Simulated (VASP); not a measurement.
A run of VASP 6.6.1 is set up as follows.

INCAR

```
SYSTEM = Mg2Cd3Te5
ALGO     = Normal         ! electronic algorithm
EDIFF    = 1E-7           ! SCF threshold, eV
ENCUT    = 520            ! plane-wave cutoff, eV
GGA      = PE             ! functional
ISIF     = 2              ! what is computed and relaxed
ISMEAR   = 0              ! smearing method
LASPH    = .TRUE.         ! aspherical terms in the spheres
LCHARG   = .FALSE.        ! write CHGCAR
LREAL    = .FALSE.        ! projectors in reciprocal space
LWAVE    = .FALSE.        ! write WAVECAR
NBANDS   = 46             ! bands
NELM     = 80             ! most SCF steps
PREC     = Accurate       ! precision mode
SIGMA    = 0.1            ! smearing width, eV
```

File KPOINTS:

```
k-points
0
G
  4 4 4
  0 0 0
```

POSCAR

```
Mg2Cd3Te5
1.0
   -2.3332595888      4.0436921519     -0.0003834779
   -4.6650462265      0.0008679658      0.0006133586
   -2.3355989763      1.3432476706     18.8856963121
Mg Cd Te
2 3 5
Direct
    1.0011908321      0.9977327553      0.0005635561
    0.7982765635      0.8014523956      0.6018791763
    0.6011702298      0.6008287417      0.1984168047
    0.1994005681      0.1994060023      0.4011355644
    0.3997358614      0.3998061230      0.7995837794
    0.6522607173      0.6492318816      0.0466341019
    0.2505337676      0.2504315727      0.2497567321
    0.8487743605      0.8491310624      0.4526553689
    0.4494782160      0.4527649481      0.6479749326
    0.0491788837      0.0492145172      0.8513999835
```

Potentials or basis: VASP PAW PBE potentials, release 64 (Mg, Cd, Te).

Command:

```sh
$ cat potpaw_PBE.64/Mg/POTCAR potpaw_PBE.64/Cd/POTCAR potpaw_PBE.64/Te/POTCAR > POTCAR
$ mpirun -np 1 vasp_std > vasp.out
```

(1) Estimate the pressure.

(2) Estimate the largest force.

(3) What does it give for the band gap on the k mesh?

## Answers

(1) 0.0 GPa.

(2) 0.016 eV/Å.

(3) 1.05 eV.

Caveat: spin-orbit coupling is left out, which moves the levels of the heavy elements.
